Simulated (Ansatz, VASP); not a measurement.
# Pt in VASP and in Ansatz

```xyz
1
Lattice="0.0000 1.9090 2.0068 1.9090 0.0000 2.0068 1.9090 1.9090 0.0000" Properties=species:S:1:pos:R:3 pbc="T T T"
Pt    0.0000    0.0000    0.0000
```

Change from the starting cell: strain -0.025 along x and y, +0.025 along z, atoms carried along.

Alike in both runs: task single point; functional PBE; k mesh 20 × 20 × 20; occupations gaussian, width 0.15 eV; no spin polarisation.

|  | VASP | Ansatz |
| --- | --- | --- |
| version | VASP 6.6.1 | Ansatz 0.2.0 |
| potentials or method | VASP PAW PBE potentials, release 64 (Pt), cutoff 520 eV | scalar-relativistic, plane waves, PAW |
| valence electrons in the cell | 10 | 18 |

```csv
,VASP,Ansatz,Ansatz less VASP
gap on the k mesh at the Fermi level (eV),none,none,-
pressure (GPa),19.9,20.5,+0.59
"traceless stress, the component that is largest in VASP (GPa)",-4.61,-4.65,-0.039
```

A gap of «none» marks a metal or a gap that the smearing closes. VASP's potentials hold 10 valence electrons a cell and Ansatz's 18, so a difference there can come from the potentials and not from the codes.

Spin-orbit coupling is off throughout.
